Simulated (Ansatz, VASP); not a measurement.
# Two plane-wave programs on Cs2AgBiBr6

File INCAR:

```
SYSTEM = Cs2AgBiBr6
PREC = Accurate ; ENCUT = 520
EDIFF = 1E-6 ; ISMEAR = -1
SIGMA = 0.05 ; LREAL = .FALSE.
LASPH = .TRUE. ; NELM = 60
ALGO = Normal ; ISIF = 2
LWAVE = .FALSE. ; LCHARG = .FALSE.
GGA = RP ; NBANDS = 54
```

Contents of KPOINTS:

```
Automatic mesh
0
G
  4 4 4
  0 0 0
```

POSCAR

```
Cs2AgBiBr6
1.0
    0.0000000000      5.6161000000      5.6161000000
    5.6161000000      0.0000000000      5.6161000000
    5.6161000000      5.6161000000      0.0000000000
Bi Cs Ag Br
1 2 1 6
Direct
    0.0000000000      0.0000000000      0.0000000000
    0.7500000000      0.7500000000      0.7500000000
    0.2500000000      0.2500000000      0.2500000000
    0.5000000000      0.5000000000      0.5000000000
    0.7494500000      0.7494500000      0.2505500000
    0.2505500000      0.2505500000      0.7494500000
    0.7494500000      0.2505500000      0.2505500000
    0.7494500000      0.2505500000      0.7494500000
    0.2505500000      0.7494500000      0.7494500000
    0.2505500000      0.7494500000      0.2505500000
```

input.yaml

```yaml
crystal:
  lattice:
    - [0.0, 5.6161, 5.6161]
    - [5.6161, 0.0, 5.6161]
    - [5.6161, 5.6161, 0.0]
  atoms:
    - { symbol: Bi, position: [0.0, 0.0, 0.0] }
    - { symbol: Cs, position: [0.75, 0.75, 0.75] }
    - { symbol: Cs, position: [0.25, 0.25, 0.25] }
    - { symbol: Ag, position: [0.5, 0.5, 0.5] }
    - { symbol: Br, position: [0.74945, 0.74945, 0.25055] }
    - { symbol: Br, position: [0.25055, 0.25055, 0.74945] }
    - { symbol: Br, position: [0.74945, 0.25055, 0.25055] }
    - { symbol: Br, position: [0.74945, 0.25055, 0.74945] }
    - { symbol: Br, position: [0.25055, 0.74945, 0.74945] }
    - { symbol: Br, position: [0.25055, 0.74945, 0.25055] }
hamiltonian:
  xc: rpbe
  pseudopotentials: { kind: paw }
kpoints:
  mp_grid: { grid: [4, 4, 4] }
  band_path:
    path:
      - [[0.0, 0.0, 0.0], [0.5, 0.0, 0.5], [0.5, 0.25, 0.75], [0.375, 0.375, 0.75], [0.0, 0.0, 0.0], [0.5, 0.5, 0.5], [0.625, 0.25, 0.625], [0.5, 0.25, 0.75], [0.5, 0.5, 0.5], [0.375, 0.375, 0.75]]
      - [[0.625, 0.25, 0.625], [0.5, 0.0, 0.5]]
    npoints: 10
scf:
  occupations: { method: fermi_dirac, width: 0.05 }
  n_extra_bands: 25
output:
  forces: true
  stress: true
  eigenvalues: true
  fatbands: false
```

Alike in both runs: functional RPBE; k mesh 4 × 4 × 4; occupations fermi-dirac, width 0.05 eV; no spin polarisation.

|  | VASP | Ansatz |
| --- | --- | --- |
| version | VASP 6.6.1 | Ansatz 0.2.0 |
| potentials or method | VASP PAW PBE potentials, release 64 (Bi_d, Cs_sv, Ag, Br) | Ansatz PAW |
| plane-wave cutoff (eV) | 520 | 420 |
| valence electrons in the cell | 86 | 94 |
| task | single point | band structure |

|  | VASP | Ansatz | Ansatz less VASP |
| --- | --- | --- | --- |
| gap on the k mesh at the Fermi level (eV) | 1.35 | 1.34 | -0.004 |
| least direct gap on the mesh (eV) | 2.53 | 2.53 | -0.003 |
| pressure (GPa) | 3.5 | 3.5 | +0.01 |
| rms of the force components (eV/Å) | 0.113 | 0.111 | -0.0014 |

VASP's potentials were made for PBE, not for RPBE. Atom by atom the forces differ by 0.001 eV/Å (rms over components). With one functional, cell and mesh, what is left measures potentials, basis and numerics. VASP's potentials hold 86 valence electrons a cell and Ansatz's 94, so a difference there can come from the potentials and not from the codes.

Spin-orbit coupling is off throughout.
